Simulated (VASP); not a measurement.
# Si (P6_3/mmc) in VASP: a series of runs

Runs on Si. Level: LDA. Tasks: single point, relaxation of cell and atoms.

Program: VASP 6.6.1. These are calculated values, not measurements. Logs are shortened: lines on timing, memory, paths and dates and some standing lists are left out, and cuts for length are marked.

## 1. The cell of the first run

It takes space group P6_3/mmc (No. 194, hexagonal). The conventional cell has a = 2.648 Å, b = 2.648 Å, c = 4.552 Å, α = 90.00°, β = 90.00°, γ = 120.00°. Within 3.5 Å of Si (site symmetry -6m2) lie 12 Si at 2.65 to 2.74 Å.

This isn't the form of Si at room conditions, which is diamond.

## 2. Single point, LDA

Input file INCAR:

```
SYSTEM = Si
PREC = Accurate
ENCUT = 520
EDIFF = 1E-7
ISMEAR = -1
SIGMA = 0.05
LREAL = .FALSE.
LASPH = .TRUE.
NELM = 100
ALGO = Normal
ISIF = 2
LWAVE = .FALSE.
LCHARG = .FALSE.
GGA = CA
NBANDS = 11
```

Input file KPOINTS:

```
Automatic mesh
0
G
  22 22 12
  0 0 0
```

Input file POSCAR:

```
Si
1.0
    2.6482659157      0.0000000000      0.0000000000
   -1.3241329578      2.2934655590      0.0000000000
    0.0000000000      0.0000000000      4.5520053022
Si
2
Direct
    0.3333333333      0.6666666667      0.2500000000
    0.6666666667      0.3333333333      0.7500000000
```

Potentials or basis: VASP PAW LDA potentials, release 64 (Si).

Command:

```bash
> cat potpaw_LDA.64/Si/POTCAR > POTCAR
> mpirun -np 1 vasp_std > vasp.out
```

OUTCAR:

```text
SYSTEM = Si
   PREC = Accurate
   ENCUT = 520
   EDIFF = 1E-7
   ISMEAR = -1
   LREAL = .FALSE.
   LASPH = .TRUE.
   NELM = 100
   ISIF = 2
   GGA = CA

 ion  position               nearest neighbor table
   1  0.333  0.667  0.250-   2 2.74   2 2.74   2 2.74   2 2.74   2 2.74   2 2.74
   2  0.667  0.333  0.750-   1 2.74   1 2.74   1 2.74   1 2.74   1 2.74   1 2.74

  LATTYP: Found a hexagonal cell.
 ALAT       =     2.6482659157
 C/A-ratio  =     1.7188626245

  Lattice vectors:

 A1 = (   2.6482659157,   0.0000000000,   0.0000000000)
 A2 = (  -1.3241329578,   2.2934655590,   0.0000000000)
 A3 = (   0.0000000000,   0.0000000000,   4.5520053022)

Analysis of symmetry for initial positions (statically):
=====================================================================
 Subroutine PRICEL returns:
 Original cell was already a primitive cell.

 Routine SETGRP: Setting up the symmetry group for a
 hexagonal supercell.

 Subroutine GETGRP returns: Found 24 space group operations
 (whereof 12 operations were pure point group operations)
 out of a pool of 24 trial point group operations.

The static configuration has the point symmetry D_3d.
 The point group associated with its full space group is D_6h.

Analysis of symmetry for dynamics (positions and initial velocities):
=====================================================================
 Subroutine PRICEL returns:
 Original cell was already a primitive cell.

 Routine SETGRP: Setting up the symmetry group for a
 hexagonal supercell.

 Subroutine GETGRP returns: Found 24 space group operations
 (whereof 12 operations were pure point group operations)
 out of a pool of 24 trial point group operations.

The dynamic configuration has the point symmetry D_3d.
 The point group associated with its full space group is D_6h.

 Subroutine INISYM returns: Found 24 space group operations
 (whereof 12 operations are pure point group operations),
 and found     1 'primitive' translations

----------------------------------------------------------------------------------------

                                     Primitive cell

  volume of cell :      27.6475

  direct lattice vectors                    reciprocal lattice vectors
     2.648265916  0.000000000  0.000000000     0.377605585  0.218010686  0.000000000
    -1.324132958  2.293465559  0.000000000     0.000000000  0.436021372  0.000000000
     0.000000000  0.000000000  4.552005302     0.000000000  0.000000000  0.219683400
[... 85 lines left out ...]
   LREAL  =      F    real-space projection
   EDIFFG = 0.1E-05   stopping-criterion for IOM
   NSW    =      0    number of steps for IOM
   IBRION =     -1    ionic relax: 0-MD 1-quasi-New 2-CG
   NFREE  =      0    steps in history (QN), initial steepest desc. (CG)
   ISIF   =      2    stress and relaxation
   ISYM   =      2    0-nonsym 1-usesym 2-fastsym
   POTIM  = 0.5000    time-step for ionic-motion
   TEBEG  =    0.0;   TEEND  =   0.0 temperature during run
   PSTRESS=    0.0 pullay stress
   NELECT =       8.0000    total number of electrons
   NUPDOWN=      -1.0000    fix difference up-down
   EMIN   =  10.00;   EMAX   =-10.00  energy-range for DOS
   EFERMI =   0.00;   METHOD = LEGACY
   ISMEAR =    -1;   SIGMA  =   0.05  broadening in eV -4-tet -1-fermi 0-gaus
   EFERMI_NEDOS =   21; number of points for ismear=-14 and -15
   IALGO  =     38    algorithm
   IMIX   =      4    mixing-type and parameters
     AMIX     =   0.40;   BMIX     =  1.00
     AMIX_MAG =   1.60;   BMIX_MAG =  1.00
  volume/ion in A,a.u.               =      13.82        93.29
  Fermi-wavevector in a.u.,A,eV,Ry     =   1.082811  2.046216 15.952553  1.172480
  Thomas-Fermi vector in A             =   2.218862
   LORBIT       =      0    0 simple, 1 ext, 2 COOP (PROOUT), +10 PAW based schemes
   GGA     = CA    functional components
   LHFCALC =     F    Hartree Fock is set to
   AEXX    =    0.0000 exact exchange contribution
   IVDW    =     0    specifies the selected vdW correction
   LEPSILON=     F    determine dielectric tensor
   LRPA    =     F    only Hartree local field effects (RPA)
 non-spin polarized calculation
  energy-cutoff  :      520.00
  volume of cell :       27.65
 maximum number of plane-waves:       768
 NGX is ok and might be reduce to    20
   NGX =  9   NGY =  9   NGZ = 17

 number of electron       8.0000001 magnetization

 Free energy of the ion-electron system (eV)
  ---------------------------------------------------
  ext. energy  EPLUGINS =         0.00000000
  ---------------------------------------------------
  free energy    TOTEN  =       -11.08761040 eV

  energy without entropy =      -11.08234921  energy(sigma->0) =      -11.08497980

 E-fermi :  10.7823     XC(G=0): -11.4479

 val. band max:       10.7818697108   @ k =   0.3636   0.2273   0.3333
 cond. band min:      10.7897557711   @ k =   0.3182   0.3182   0.0000
 fundamental gap:      0.0078860603
 Fermi energy:        10.7823235720

 k-point     1 :       0.0000    0.0000    0.0000
  band No.  band energies     occupation
      1      -4.0810      2.00000
      2       2.2884      2.00000
      3       3.3351      2.00000
      4      20.0220      0.00000
      5      20.0220      0.00000
      6      21.0418      0.00000
      7      21.2608      0.00000
      8      21.2608      0.00000
      9      21.4931      0.00000
     10      24.4759      0.00000
     11      24.9175      0.00000
[... 309 lines left out ...]
 k-point    24 :       0.1364    0.0909    0.0000
  band No.  band energies     occupation
      1      -3.0016      2.00000
      2       3.3491      2.00000
      3       4.3566      2.00000
      4      13.6743      0.00000
      5      14.8409      0.00000
      6      19.0895      0.00000
      7      19.7560      0.00000
      8      19.9927      0.00000
      9      21.6545      0.00000
     10      22.6942      0.00000
     11      23.4554      0.00000

 [... further k-points ...]
[... 5 lines left out ...]
  --------------------------------------------------------------------------------------
  -------------------------------------------------------------------------------------
  Total        0.0132804      0.0132804      0.0084534      0.0000000      0.0000000      0.0000000
  in kB        0.7696012      0.7696012      0.4898762      0.0000000      0.0000000      0.0000000
  external PRESSURE =       0.6763595 kB  Pullay stress =       0.0000000 kB

 VOLUME and BASIS-vectors are now :
 -----------------------------------------------------------------------------
  energy-cutoff  :      520.00
  volume of cell :       27.65
      direct lattice vectors                 reciprocal lattice vectors
     2.648265916  0.000000000  0.000000000     0.377605585  0.218010686  0.000000000
    -1.324132958  2.293465559  0.000000000     0.000000000  0.436021372  0.000000000
     0.000000000  0.000000000  4.552005302     0.000000000  0.000000000  0.219683400

 POSITION                                       TOTAL-FORCE (eV/Angst)
 -----------------------------------------------------------------------------------
     -0.00000      1.52898      1.13800        -0.000000      0.000000      0.000000
      1.32413      0.76449      3.41400         0.000000     -0.000000      0.000000
 -----------------------------------------------------------------------------------
    total drift:                               -0.000000      0.000000     -0.000000

  FREE ENERGIE OF THE ION-ELECTRON SYSTEM (eV)
  ---------------------------------------------------
  free  energy   TOTEN  =       -11.0876104008 eV

  energy  without entropy=      -11.0823492071  energy(sigma->0) =      -11.08497980
```

OSZICAR:

```text
N       E                     dE             d eps       ncg     rms          rms(c)
DAV:   1     0.502496183026E+01    0.50250E+01   -0.34699E+03  8008   0.616E+02
DAV:   2    -0.107012852877E+02   -0.15726E+02   -0.15058E+02 10469   0.861E+01
DAV:   3    -0.111355203719E+02   -0.43424E+00   -0.42952E+00 10546   0.117E+01
DAV:   4    -0.111372013171E+02   -0.16809E-02   -0.16805E-02  9673   0.918E-01
DAV:   5    -0.111372080225E+02   -0.67054E-05   -0.67070E-05 10247   0.535E-02    0.426E+00
DAV:   6    -0.111049260752E+02    0.32282E-01   -0.99217E-03  9121   0.455E-01    0.236E+00
DAV:   7    -0.110877353426E+02    0.17191E-01   -0.17462E-02  8846   0.601E-01    0.135E-01
DAV:   8    -0.110876112737E+02    0.12407E-03   -0.19890E-04 11344   0.978E-02    0.248E-02
DAV:   9    -0.110876109494E+02    0.32427E-06   -0.18141E-06  9574   0.858E-03    0.379E-03
DAV:  10    -0.110876104028E+02    0.54659E-06   -0.35072E-07 10304   0.295E-03    0.269E-03
DAV:  11    -0.110876104008E+02    0.20723E-08   -0.12162E-08  5765   0.758E-04
   1 F= -.11087610E+02 E0= -.11084980E+02  d E =-.526119E-02
```

stdout:

```text
POSCAR found type information on POSCAR Si
 POSCAR found :  1 types and       2 ions
 scaLAPACK will be used
 LDA part: xc-table for (Slater(with rela. corr.)+CA(PZ))
 , standard interpolation
 POSCAR, INCAR and KPOINTS ok, starting setup
 FFT: planning ... GRIDC
 FFT: planning ... GRID_SOFT
 FFT: planning ... GRID
 WAVECAR not read
 entering main loop
```

Wall time 95 s (1 thread of AMD EPYC 7R43 (Zen 3), shared host); peak memory 0.15 GiB.

What came out:

```
Free energy            : -11.0876 eV
Pressure               : 0.1 GPa
Band gap on the k mesh : zero (bands 4 and 5 overlap by 12.71 eV)
```

Levels at points of the mesh, in eV from the Fermi level:
```tsv
k point	band 1	band 2	band 3	band 4	band 5	band 6	band 7	band 8	band 9
(0.00, 0.00, 0.00)	-14.86	-8.49	-7.45	9.24	9.24	10.26	10.48	10.48	10.71
(0.50, 0.00, 0.00)	-8.34	-7.81	-2.11	-1.65	-1.64	-0.11	3.91	6.09	8.83
(0.00, 0.00, 0.50)	-13.13	-13.13	0.30	0.30	10.55	10.55	10.55	10.55	12.19
(0.50, 0.00, 0.50)	-6.68	-6.68	-6.12	-6.12	5.40	5.40	5.61	5.61	6.75
```

## 3. Relaxation of cell and atoms, LDA

This run uses another cell than the first one, of 10.74 Å³/atom.

Input file INCAR:

```
SYSTEM = Si
PREC = Accurate ; ENCUT = 600
EDIFF = 1E-7 ; ISMEAR = -1
SIGMA = 0.05 ; LREAL = .False.
LASPH = .True. ; NELM = 100
ALGO = Normal ; ISIF = 3
LWAVE = .False. ; LCHARG = .False.
IBRION = 2 ; NSW = 100
EDIFFG = -0.002
```

Input file KPOINTS:

```
regular mesh
0
Gamma
  22 22 12
  0 0 0
```

Input file POSCAR:

```
Si
1.0
    2.4440000000      0.0000000000      0.0000000000
   -1.2220000000      2.1165660868      0.0000000000
    0.0000000000      0.0000000000      4.1520000000
Si
2
Direct
    0.3333333333      0.6666666667      0.2500000000
    0.6666666667      0.3333333333      0.7500000000
```

Potentials or basis: VASP PAW LDA potentials, release 64 (Si).

Command:

```bash
> cat potpaw_LDA.64/Si/POTCAR > POTCAR
> mpirun -np 1 vasp_std > vasp.out
```

OUTCAR:

```text
SYSTEM = Si
   PREC = Accurate
   ENCUT = 600
   EDIFF = 1E-7
   ISMEAR = -1
   LREAL = .False.
   LASPH = .True.
   NELM = 100
   ISIF = 3
   IBRION = 2
   NSW = 100
   EDIFFG = -0.002

 ion  position               nearest neighbor table
   1  0.333  0.667  0.250-   2 2.51   2 2.51   2 2.51   2 2.51   2 2.51   2 2.51
   2  0.667  0.333  0.750-   1 2.51   1 2.51   1 2.51   1 2.51   1 2.51   1 2.51

  LATTYP: Found a hexagonal cell.
 ALAT       =     2.4440000000
 C/A-ratio  =     1.6988543372

  Lattice vectors:

 A1 = (   2.4440000000,   0.0000000000,   0.0000000000)
 A2 = (  -1.2220000000,   2.1165660868,   0.0000000000)
 A3 = (   0.0000000000,   0.0000000000,   4.1520000000)

Analysis of symmetry for initial positions (statically):
=====================================================================
 Subroutine PRICEL returns:
 Original cell was already a primitive cell.

 Routine SETGRP: Setting up the symmetry group for a
 hexagonal supercell.

 Subroutine GETGRP returns: Found 24 space group operations
 (whereof 12 operations were pure point group operations)
 out of a pool of 24 trial point group operations.

The static configuration has the point symmetry D_3d.
 The point group associated with its full space group is D_6h.

Analysis of symmetry for dynamics (positions and initial velocities):
=====================================================================
 Subroutine PRICEL returns:
 Original cell was already a primitive cell.

 Routine SETGRP: Setting up the symmetry group for a
[... 164 lines left out ...]
  Total        5.7222013      5.7222013      5.6997096     -0.0000000      0.0000000      0.0000000
  in kB      426.8579133    426.8579133    425.1800984     -0.0000000      0.0000000      0.0000000
  external PRESSURE =     426.2986417 kB  Pullay stress =       0.0000000 kB
[... 23 lines left out ...]
--------------------------------------- Ionic step        2  -------------------------------------------

 number of electron       8.0000000 magnetization

 E-fermi :   8.9684     XC(G=0): -10.9082

 val. band max:        8.9665183479   @ k =   0.4091   0.0000   0.0833
 cond. band min:       8.9685751759   @ k =   0.2727   0.2727   0.1667
 fundamental gap:      0.0020568281
 Fermi energy:         8.9684450868

 k-point     1 :       0.0000    0.0000    0.0000
  band No.  band energies     occupation
      1      -4.6235      2.00000
      2       1.1036      2.00000
      3       2.4989      2.00000
      4      16.9243      0.00000
      5      16.9243      0.00000
      6      18.1844      0.00000
      7      18.3898      0.00000
      8      18.3898      0.00000
[... 432 lines left out ...]
--------------------------------------- Ionic step        7  -------------------------------------------

 number of electron       8.0000001 magnetization

 Free energy of the ion-electron system (eV)
  ---------------------------------------------------
  ext. energy  EPLUGINS =         0.00000000
  ---------------------------------------------------
  free energy    TOTEN  =       -11.08708105 eV

  energy without entropy =      -11.08181833  energy(sigma->0) =      -11.08444969

 E-fermi :  10.7721     XC(G=0): -11.4450

 val. band max:       10.7714790217   @ k =   0.3636   0.2273   0.3333
 cond. band min:      10.7804205191   @ k =   0.3182   0.3182   0.0000
 fundamental gap:      0.0089414975
 Fermi energy:        10.7720862760

 k-point     1 :       0.0000    0.0000    0.0000
  band No.  band energies     occupation
      1      -4.0841      2.00000
      2       2.2819      2.00000
      3       3.3303      2.00000
      4      20.0042      0.00000
      5      20.0042      0.00000
      6      21.0261      0.00000
      7      21.2448      0.00000
      8      21.2448      0.00000
[... 282 lines left out ...]
  FREE ENERGIE OF THE ION-ELECTRON SYSTEM (eV)
  ---------------------------------------------------
  free  energy   TOTEN  =       -11.0870810548 eV

  energy  without entropy=      -11.0818183271  energy(sigma->0) =      -11.08444969

 reached required accuracy - stopping structural energy minimisation
```

OSZICAR:

```text
N       E                     dE             d eps       ncg     rms          rms(c)
DAV:   1     0.788240140676E+01    0.78824E+01   -0.42550E+03  5824   0.986E+02
DAV:   2    -0.103100954651E+02   -0.18192E+02   -0.17568E+02  8576   0.923E+01
[... 47 lines left out ...]
   6 F= -.11087074E+02 E0= -.11084439E+02  d E =-.154200E-02
       N       E                     dE             d eps       ncg     rms          rms(c)
DAV:   1    -0.110870865391E+02   -0.12595E-04   -0.36817E-04  7728   0.116E-01    0.117E-02
DAV:   2    -0.110870828264E+02    0.37126E-05   -0.76193E-06  6664   0.226E-02    0.637E-03
DAV:   3    -0.110870810413E+02    0.17852E-05   -0.45597E-06  7480   0.120E-02    0.581E-04
DAV:   4    -0.110870810548E+02   -0.13519E-07   -0.15841E-07  5136   0.331E-03
   7 F= -.11087081E+02 E0= -.11084450E+02  d E =-.154910E-02
```

CONTCAR:

```text
Si
   1.00000000000000
     2.6489786139552072    0.0000000000000000    0.0000000000000000
    -1.3244893069776036    2.2940827737054712   -0.0000000000000000
     0.0000000000000000   -0.0000000000000000    4.5528799957632424
  Si
     2
Direct
     0.3333333332999970    0.6666666667000030    0.2500000000000000
     0.6666666667000030    0.3333333332999970    0.7500000000000000

  0.00000000E+00  0.00000000E+00  0.00000000E+00
  0.00000000E+00  0.00000000E+00  0.00000000E+00
```

It took 5.8 min on 1 thread of AMD EPYC 7R43 (Zen 3), shared host; peak memory 0.14 GiB.

What came out:

```
Free energy                           : -11.0871 eV
Relaxed volume                        : 13.83 Å³/atom
Relaxed cell                          : a = 2.649 Å, b = 2.649 Å, c = 4.553 Å, α = 90.00°, β = 90.00°, γ = 120.00°
Space group after relaxing (to 0.1 Å) : P6_3/mmc (No. 194)
Energy gained by relaxing             : 322.2 meV/atom
Ionic steps                           : 7
Pressure after relaxing               : 0.0 GPa
Band gap on the k mesh                : zero (bands 4 and 5 overlap by 12.70 eV)
```

Step by step:
```csv
step,energy change (eV),largest force (eV/Å),pressure (GPa),volume (Å³)
1,0.0000,0.0000,42.63,21.48
2,-0.5083,0.0000,-9.60,31.64
3,-0.6428,0.0000,0.37,27.52
4,-0.6429,0.0000,-0.07,27.65
5,-0.6443,0.0000,-0.04,27.66
6,-0.6445,0.0000,-0.01,27.67
7,-0.6445,0.0000,0.00,27.67
```

Final structure:
```xyz
2
Lattice="2.6490 0.0000 0.0000 -1.3245 2.2941 0.0000 0.0000 0.0000 4.5529" Properties=species:S:1:pos:R:3 pbc="T T T"
Si    0.0000    1.5294    1.1382
Si    1.3245    0.7647    3.4147
```

Caveat: the volume moved by over 15 % at a fixed basis, so the end points are rough.
